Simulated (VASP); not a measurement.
A run of VASP 6.6.1 is set up as follows.

The input POSCAR:

```
BaS
1.0
    0.0000000000      3.5774820651      3.4039156518
    3.5774820651      0.0000000000      3.4039156518
    3.5774820651      3.5774820651      0.0000000000
Ba S
1 1
Direct
    0.0000000000      0.0000000000      0.0000000000
    0.2500000000      0.2500000000      0.2500000000
```

The input INCAR.step1:

```
SYSTEM = BaS
  ALGO = Normal
  EDIFF = 1E-5
  ENCUT = 520
  GGA = PE
  ISIF = 2
  ISMEAR = 0
  LASPH = .TRUE.
  LCHARG = .FALSE.
  LREAL = .FALSE.
  LWAVE = .TRUE.
  NBANDS = 15
  NELM = 100
  PREC = Accurate
  SIGMA = 0.01
```

File INCAR.step2:

```
SYSTEM = BaS
  ALGO = Normal
  EDIFF = 1E-6
  ENCUT = 520
  GGA = PE
  HFSCREEN = 0.2079
  ISIF = 2
  ISMEAR = 0
  ISTART = 1
  LASPH = .TRUE.
  LCHARG = .FALSE.
  LHFCALC = .TRUE.
  LREAL = .FALSE.
  LWAVE = .FALSE.
  NBANDS = 15
  NELM = 100
  PREC = Accurate
  PRECFOCK = Normal
  SIGMA = 0.01
```

KPOINTS

```
k-points
0
G
  4 4 4
  0 0 0
```

Potentials or basis: VASP PAW PBE potentials, release 64 (Ba_sv, S).

Command:

```sh
$ cat potpaw_PBE.64/Ba_sv/POTCAR potpaw_PBE.64/S/POTCAR > POTCAR
$ cp INCAR.step1 INCAR
$ mpirun -np 1 vasp_std > vasp.out
$ cp INCAR.step2 INCAR
$ mpirun -np 1 vasp_std > vasp.out
```

(1) What does it give for the pressure?

(2) Predict the band gap on the k mesh.

## Answers

(1) 0.1 GPa.

(2) 3.60 eV (least direct gap 4.28 eV).

Caveat: the cell differs from its parent crystal (epitaxial xy strain +1.7%); the structure was generated, so it needn't be the stable form of BaS; the PAW data sets were made with another functional, which shifts forces and pressure a little; spin-orbit coupling is left out, which moves the levels of the heavy elements.
